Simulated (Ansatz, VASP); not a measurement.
# Al3SiPd2: VASP beside Ansatz

INCAR

```
SYSTEM = Al3SiPd2
PREC = Accurate
ENCUT = 600
EDIFF = 1E-7
ISMEAR = 0
SIGMA = 0.1
LREAL = .FALSE.
LASPH = .TRUE.
NELM = 80
ALGO = Normal
ISIF = 3
LWAVE = .FALSE.
LCHARG = .FALSE.
GGA = PE
IBRION = 2
NSW = 90
EDIFFG = -0.04
```

The input KPOINTS:

```
regular mesh
0
G
  4 4 4
  0 0 0
```

File POSCAR:

```
Al3SiPd2
1.0
    2.6025003700     -4.3706603300      0.0000000000
    2.6025003700      4.3706603300      0.0000000000
    0.0000000000      0.0000000000      4.0382185100
Al Si Pd
3 1 2
Direct
    0.6610916900      0.3389083100      0.0000000000
    0.3389083100      0.6610916900      0.0000000000
    0.5000000000      0.5000000000      0.5000000000
    0.0000000000      0.0000000000      0.0000000000
    0.5000000000      0.0000000000      0.5000000000
    0.0000000000      0.5000000000      0.5000000000
```

Input for Ansatz:

```yaml
crystal:
  lattice:
    - [2.60250037, -4.37066033, 0.0]
    - [2.60250037, 4.37066033, 0.0]
    - [0.0, 0.0, 4.03821851]
  atoms:
    - { symbol: Al, position: [0.66109169, 0.33890831, 0.0] }
    - { symbol: Al, position: [0.33890831, 0.66109169, 0.0] }
    - { symbol: Al, position: [0.5, 0.5, 0.5] }
    - { symbol: Si, position: [0.0, 0.0, 0.0] }
    - { symbol: Pd, position: [0.5, 0.0, 0.5] }
    - { symbol: Pd, position: [0.0, 0.5, 0.5] }
basis:
  ecutwfc: 420
kpoints:
  mp_grid: { grid: [4, 4, 4] }
hamiltonian:
  xc: pbe
scf:
  occupations: { method: gaussian, width: 0.1 }
  lower_state_search: "off"
output:
  forces: true
  stress: true
  eigenvalues: true
relax:
  adjacent_minimum: "off"
  f_tol: 0.04
  max_steps: 70
  cell: { stress_tol: 0.4 }
```

Change from the starting cell: species swapped into the LaAl2Cu3 type (Cmmm, No. 65).

Alike in both runs: task relaxation of cell and atoms; functional PBE; k mesh 4 × 4 × 4; occupations gaussian, width 0.1 eV; no spin polarisation.

```csv
,VASP,Ansatz
version,VASP 6.6.1,Ansatz 0.2.0
potentials or method,"VASP PAW PBE potentials, release 64 (Al, Si, Pd), cutoff 600 eV","scalar-relativistic, plane waves, PAW"
valence electrons in the cell,33,49
```

VASP gave:

| Property | Result |
| --- | --- |
| gap on the k mesh at the Fermi level, each at its own relaxed structure (eV) | none |
| relaxed volume (Å³/atom) | 17.00 |
| relaxed length of the cell vector where the two differ most in proportion (Å) | 4.339 |

**Question.** Which values does Ansatz return?

**Answer.** gap on the k mesh at the Fermi level, each at its own relaxed structure (eV): none; relaxed volume (Å³/atom): 16.98; relaxed length of the cell vector where the two differ most in proportion (Å): 4.337.

A gap of «none» marks a metal or a gap that the smearing closes. VASP's potentials hold 33 valence electrons a cell and Ansatz's 49, so a difference there can come from the potentials and not from the codes.

The k mesh is coarse, so the values compare programs but aren't converged.
